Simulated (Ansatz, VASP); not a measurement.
# Sn: VASP beside Ansatz

Contents of INCAR:

```
SYSTEM = Sn
PREC     = Accurate       ! precision mode
ENCUT    = 520            ! plane-wave cutoff, eV
EDIFF    = 1E-8           ! SCF threshold, eV
ISMEAR   = -1             ! smearing method
SIGMA    = 0.03           ! smearing width, eV
LREAL    = .FALSE.        ! projectors in reciprocal space
LASPH    = .TRUE.         ! aspherical terms in the spheres
NELM     = 60             ! most SCF steps
ALGO     = Normal         ! electronic algorithm
ISIF     = 2              ! what is computed and relaxed
LWAVE    = .FALSE.        ! write WAVECAR
LCHARG   = .FALSE.        ! write CHGCAR
LEFG     = .TRUE.       
NBANDS   = 21             ! bands
```

Contents of KPOINTS:

```
Automatic mesh
0
G
  9 9 9
  0 0 0
```

File POSCAR:

```
Sn
1.0
    0.0000000000      3.3092553764      3.3092553764
    3.3092553764      0.0000000000      3.3092553764
    3.3092553764      3.3092553764      0.0000000000
Sn
2
Direct
    0.5000000000      0.5000000000      0.5000000000
    0.7500000000      0.7500000000      0.7500000000
```

Input for Ansatz:

```yaml
crystal:
  lattice:
    - [0.0, 3.3092553764, 3.3092553764]
    - [3.3092553764, 0.0, 3.3092553764]
    - [3.3092553764, 3.3092553764, 0.0]
  atoms:
    - { symbol: Sn, position: [0.5, 0.5, 0.5] }
    - { symbol: Sn, position: [0.75, 0.75, 0.75] }
kpoints:
  mp_grid: { grid: [9, 9, 9] }
scf:
  occupations: { method: fermi_dirac, width: 0.03 }
hamiltonian:
  xc: lda
  pseudopotentials: { kind: all_electron, datasets: crystal }
output:
  forces: true
  stress: true
  eigenvalues: true
  efg: { contact_densities: true }
```

Change from the starting cell: volume scaled by 1.06, crystal datasets.

Alike in both runs: task electric field gradients; functional LDA; k mesh 9 × 9 × 9; occupations fermi-dirac, width 0.03 eV; no spin polarisation.

|  | VASP | Ansatz |
| --- | --- | --- |
| version | VASP 6.6.1 | Ansatz 0.2.0 |
| potentials or method | VASP PAW LDA potentials, release 64 (Sn_d), cutoff 520 eV | all-electron PAW with datasets made for the crystal, scalar-relativistic |

```tsv
	VASP	Ansatz	Ansatz less VASP
pressure (GPa)	-2.5	-2.5	+0.03
```

LDA's correlation is that of Perdew and Zunger in VASP and of Perdew and Wang (1992) in Ansatz. Ansatz ran all-electron here, and VASP with PAW potentials.
